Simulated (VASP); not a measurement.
The system is MgO.

```
Mg O
1.0
     0.00000    2.12450    2.12450
     2.12450    0.00000    2.12450
     2.12450    2.12450    0.00000
Mg O
1 1
Direct
  0.00000 0.00000 0.00000
  0.50000 0.50000 0.50000
```

| Item | Value |
| --- | --- |
| Program | VASP 6.6.1 |
| Task | relaxation of cell and atoms |
| Functional | r2SCAN |
| Potentials or basis | VASP PAW PBE potentials, release 64 (Mg_sv, O) |
| Cutoff | 660 eV |
| k mesh | 10 × 10 × 10 |
| Occupations | gaussian, width 0.02 eV |
| Spin | no spin polarisation |

At the start: pressure -5.0 GPa; volume 9.59 Å³/atom.

Q: How do energy, volume and symmetry change on relaxing?

A: Over 4 steps the energy falls by 4.8 meV/atom and the volume is 9.28 Å³/atom (-3.2 %); space group Fm-3m (No. 225, to 0.1 Å) before and after.

Step by step:
```tsv
step	energy change (eV)	largest force (eV/Å)	pressure (GPa)	volume (Å³)
1	0.0000	0.0000	-5.04	19.18
2	-0.0082	0.0000	1.77	18.35
3	-0.0095	0.0000	-0.14	18.57
4	-0.0095	0.0000	0.00	18.56
```

Final structure:
```cif
data_structure
_symmetry_space_group_name_H-M 'P 1'
_symmetry_Int_Tables_number 1
_cell_length_a 2.9716
_cell_length_b 2.9716
_cell_length_c 2.9716
_cell_angle_alpha 60.000
_cell_angle_beta 60.000
_cell_angle_gamma 60.000
_cell_volume 18.56
loop_
_atom_site_label
_atom_site_type_symbol
_atom_site_fract_x
_atom_site_fract_y
_atom_site_fract_z
_atom_site_occupancy
Mg1 Mg 0.00000 0.00000 0.00000 1
O1 O 0.50000 0.50000 0.50000 1
```

Caveat: the PAW data sets were made with another functional, which shifts forces and pressure a little.
